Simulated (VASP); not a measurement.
# GaSb3 (I4mm) in VASP: a series of runs, part 2 of 2

VASP 6.6.1.

## Step 3: Single point, PBE+D3(BJ) (atom 1 (Ga) moved +0.150 Å towards its neighbour atom 4 (Sb) at 3.648 Å)

The input, INCAR:

```
SYSTEM = GaSb3
  ALGO = Normal
  EDIFF = 1E-6
  ENCUT = 520
  GGA = PE
  ISIF = 2
  ISMEAR = 0
  IVDW = 12
  LASPH = .TRUE.
  LCHARG = .FALSE.
  LREAL = .FALSE.
  LWAVE = .FALSE.
  NBANDS = 22
  NELM = 80
  PREC = Accurate
  SIGMA = 0.15
```

The input, KPOINTS:

```
k-points
0
G
  12 12 12
  0 0 0
```

The input, POSCAR:

```
GaSb3
1.0
    0.0000000000      3.6478901005      3.6478901005
    3.6478901005      0.0000000000      3.6478901005
    3.6478901005      3.6478901005      0.0000000000
Ga Sb
1 3
Direct
   -0.0205598299     -0.0205598299      0.0205598299
    0.2500000000      0.2500000000      0.2500000000
    0.7500000000      0.7500000000      0.7500000000
    0.5000000000      0.5000000000      0.5000000000
```

Potentials or basis: VASP PAW PBE potentials, release 64 (Ga_d, Sb).

The run is started by

```bash
$ cat potpaw_PBE.64/Ga_d/POTCAR potpaw_PBE.64/Sb/POTCAR > POTCAR
$ mpirun -np 1 vasp_std > vasp.out
```

OUTCAR:

```text
SYSTEM = GaSb3
   EDIFF = 1E-6
   ENCUT = 520
   GGA = PE
   ISIF = 2
   ISMEAR = 0
   IVDW = 12
   LASPH = .TRUE.
   LREAL = .FALSE.
   NELM = 80
   PREC = Accurate
 IVDW          = 12

 ion  position               nearest neighbor table
   1  0.979  0.979  0.021-   3 3.08   2 3.08   2 3.08   3 3.08   3 3.25   2 3.25   3 3.25   2 3.25

   2  0.250  0.250  0.250-   1 3.08   1 3.08   4 3.16   4 3.16   4 3.16   4 3.16   1 3.25   1 3.25
                             3 3.65   3 3.65   3 3.65   3 3.65   3 3.65   3 3.65
   3  0.750  0.750  0.750-   1 3.08   1 3.08   4 3.16   4 3.16   4 3.16   4 3.16   1 3.25   1 3.25
                             2 3.65   2 3.65   2 3.65   2 3.65   2 3.65   2 3.65
   4  0.500  0.500  0.500-   2 3.16   3 3.16   2 3.16   2 3.16   2 3.16   3 3.16   3 3.16   3 3.16

  LATTYP: Found a face centered cubic cell.
 ALAT       =     7.2957802010

  Lattice vectors:

 A1 = (   0.0000000000,   3.6478901005,   3.6478901005)
 A2 = (   3.6478901005,   0.0000000000,   3.6478901005)
 A3 = (   3.6478901005,   3.6478901005,   0.0000000000)

Analysis of symmetry for initial positions (statically):
=====================================================================
 Subroutine PRICEL returns:
 Original cell was already a primitive cell.

 Routine SETGRP: Setting up the symmetry group for a
 face centered cubic supercell.

 Subroutine GETGRP returns: Found  8 space group operations
 (whereof  8 operations were pure point group operations)
 out of a pool of 48 trial point group operations.

The static configuration has the point symmetry C_4v.

Analysis of symmetry for dynamics (positions and initial velocities):
=====================================================================
 Subroutine PRICEL returns:
 Original cell was already a primitive cell.

 Routine SETGRP: Setting up the symmetry group for a
 face centered cubic supercell.

 Subroutine GETGRP returns: Found  8 space group operations
[... 124 lines left out ...]
   IALGO  =     38    algorithm
   IMIX   =      4    mixing-type and parameters
     AMIX     =   0.40;   BMIX     =  1.00
     AMIX_MAG =   1.60;   BMIX_MAG =  1.00
  volume/ion in A,a.u.               =      24.27       163.79
  Fermi-wavevector in a.u.,A,eV,Ry     =   1.081623  2.043970 15.917558  1.169908
  Thomas-Fermi vector in A             =   2.217644
   LORBIT       =      0    0 simple, 1 ext, 2 COOP (PROOUT), +10 PAW based schemes
   GGA     = PE    functional components
   LHFCALC =     F    Hartree Fock is set to
   AEXX    =    0.0000 exact exchange contribution
   IVDW    =    12    specifies the selected vdW correction
   LEPSILON=     F    determine dielectric tensor
   LRPA    =     F    only Hartree local field effects (RPA)
 non-spin polarized calculation
 Gauss-broadening in eV      SIGMA  =   0.15
  energy-cutoff  :      520.00
  volume of cell :       97.09
 maximum number of plane-waves:      2685
   NGX = 19   NGY = 19   NGZ = 19

 number of electron      28.0000001 magnetization

 Free energy of the ion-electron system (eV)
  ---------------------------------------------------
  ext. energy  EPLUGINS =         0.00000000
  ---------------------------------------------------
  free energy    TOTEN  =       -14.46914099 eV

  energy without entropy =      -14.44480000  energy(sigma->0) =      -14.45697050

 E-fermi :   8.2497     XC(G=0): -10.4889

 val. band max:        8.2460143587   @ k =   0.4167   0.2500   0.0000
 cond. band min:       8.2527702934   @ k =   0.1667  -0.4167   0.3333
 fundamental gap:      0.0067559348
 Fermi energy:         8.2496871812

 k-point     1 :       0.0000    0.0000    0.0000
  band No.  band energies     occupation
      1      -6.5659      2.00000
      2      -6.5659      2.00000
      3      -6.5656      2.00000
      4      -6.5507      2.00000
      5      -6.5480      2.00000
      6      -4.6755      2.00000
[... 589 lines left out ...]
     21      13.8115      0.00000
     22      14.2271      0.00000

 [... further k-points ...]

------------------------ aborting loop because EDIFF is reached ----------------------------------------

 Edisp (eV)   -1.91737

 E8    (eV) :    -0.8849

  FORCE on cell =-STRESS in cart. coord.  units (eV):
  Direction    XX          YY          ZZ          XY          YZ          ZX
  --------------------------------------------------------------------------------------
  -------------------------------------------------------------------------------------
  Total       0.30122     0.30122     0.22378     0.00000     0.00000     0.00000
  in kB       4.97093     4.97093     3.69295     0.00000     0.00000     0.00000
  external pressure =        4.54 kB  Pullay stress =        0.00 kB

 VOLUME and BASIS-vectors are now :
 -----------------------------------------------------------------------------
  energy-cutoff  :      520.00
  volume of cell :       97.09
      direct lattice vectors                 reciprocal lattice vectors
     0.000000000  3.647890101  3.647890101    -0.137065533  0.137065533  0.137065533
     3.647890101  0.000000000  3.647890101     0.137065533 -0.137065533  0.137065533
     3.647890101  3.647890101  0.000000000     0.137065533  0.137065533 -0.137065533

 POSITION                                       TOTAL-FORCE (eV/Angst)
 -----------------------------------------------------------------------------------
      3.64789      3.64789      7.14578         0.000000      0.000000      0.271104
      1.82395      1.82395      1.82395         0.000000      0.000000     -0.051114
      5.47184      5.47184      5.47184         0.000000      0.000000     -0.051114
      3.64789      3.64789      3.64789         0.000000      0.000000     -0.168876
 -----------------------------------------------------------------------------------
    total drift:                                0.000002      0.000002     -0.000928

  FREE ENERGIE OF THE ION-ELECTRON SYSTEM (eV)
  ---------------------------------------------------
  free  energy   TOTEN  =       -16.3865155398 eV

  energy  without entropy=      -16.3621745493  energy(sigma->0) =      -16.37434504
```

Run time: 6.4 min. Hardware: 1 thread of Intel Xeon 8259CL, shared host; peak memory 0.49 GiB.

Results:

```yaml
Free_energy: -16.3865 eV
Pressure: 0.5 GPa
Largest_force: 0.271 eV/Å
Band_gap_on_the_k_mesh: zero (bands 14 and 15 overlap by 4.11 eV)
Dispersion_energy_per_atom: -0.479 eV
```

Forces on the atoms (eV/Å):
```
Ga   0.000  0.000  0.271
Sb   0.000  0.000 -0.051
Sb   0.000  0.000 -0.051
Sb   0.000  0.000 -0.169
```

Stress tensor (GPa, compression positive):
```
0.50 0.00 0.00
0.00 0.50 0.00
0.00 0.00 0.37
```

Caveat: the cell differs from its parent crystal (atom 1 (Ga) moved +0.150 Å towards its neighbour atom 4 (Sb) at 3.648 Å); spin-orbit coupling is left out, which moves the levels of the heavy elements.
